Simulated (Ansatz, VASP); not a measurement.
## Au in VASP and in Ansatz

INCAR

```
PREC = Accurate
ENCUT = 600
EDIFF = 1E-6
ISMEAR = -1
SIGMA = 0.05
LREAL = False
LASPH = True
NELM = 100
ALGO = Normal
ISIF = 3
LWAVE = False
LCHARG = False
GGA = B5
ALDAX = 1.0
AGGAX = 1.0
AGGAC = 1.0
ALDAC = 0.0
IVDW = 12
VDW_S6 = 1.0
VDW_S8 = 2.6996
VDW_A1 = 0.4298
VDW_A2 = 4.2359
IBRION = 2
NSW = 60
EDIFFG = -0.01
```

File KPOINTS:

```
regular mesh
0
Gamma
  11 11 11
```

The input POSCAR:

```
Au
1.0
    0.0000000000      2.0350000000      2.0350000000
    2.0350000000      0.0000000000      2.0350000000
    2.0350000000      2.0350000000      0.0000000000
Au
1
Direct
    0.0000000000      0.0000000000      0.0000000000
```

Contents of input.yaml:

```yaml
crystal:
  lattice:
    - [0.0, 2.035, 2.035]
    - [2.035, 0.0, 2.035]
    - [2.035, 2.035, 0.0]
  atoms:
    - { symbol: Au, position: [0.0, 0.0, 0.0] }
hamiltonian:
  xc: blyp
  pseudopotentials: { kind: paw }
  dispersion: d3bj
kpoints:
  mp_grid: { grid: [11, 11, 11] }
scf:
  occupations: { method: fermi_dirac, width: 0.05 }
output:
  forces: true
  stress: true
  write_density: true
  write_potential: true
  elf: true
  volumetric_format: npy
relax:
  f_tol: 0.01
  max_steps: 40
  cell: { stress_tol: 0.05 }
```

Alike in both runs: task relaxation of cell and atoms; functional BLYP; dispersion D3(BJ); k mesh 11 × 11 × 11; occupations fermi-dirac, width 0.05 eV; no spin polarisation.

|  | VASP | Ansatz |
| --- | --- | --- |
| version | VASP 6.6.1 | Ansatz 0.2.0 |
| potentials or method | VASP PAW PBE potentials, release 64 (Au) | Ansatz PAW |
| plane-wave cutoff (eV) | 600 | 420 |
| valence electrons in the cell | 11 | 19 |

```tsv
	VASP	Ansatz	Ansatz less VASP
gap on the k mesh at the Fermi level, each at its own relaxed structure (eV)	none	none	-
relaxed volume (Å³/atom)	17.66	17.57	-0.090
relaxed cell length with the largest relative difference (Å)	2.923	2.918	-0.0050
```

VASP's potentials were made for PBE, not for BLYP. A gap of «none» marks a metal or a gap that the smearing closes. VASP's potentials hold 11 valence electrons a cell and Ansatz's 19, so a difference there can come from the potentials and not from the codes.

Spin-orbit coupling is off throughout. Noted on Ansatz's run: the plane-wave basis is chosen anew once the cell has moved, so the energies of steps on either side of that aren't comparable.
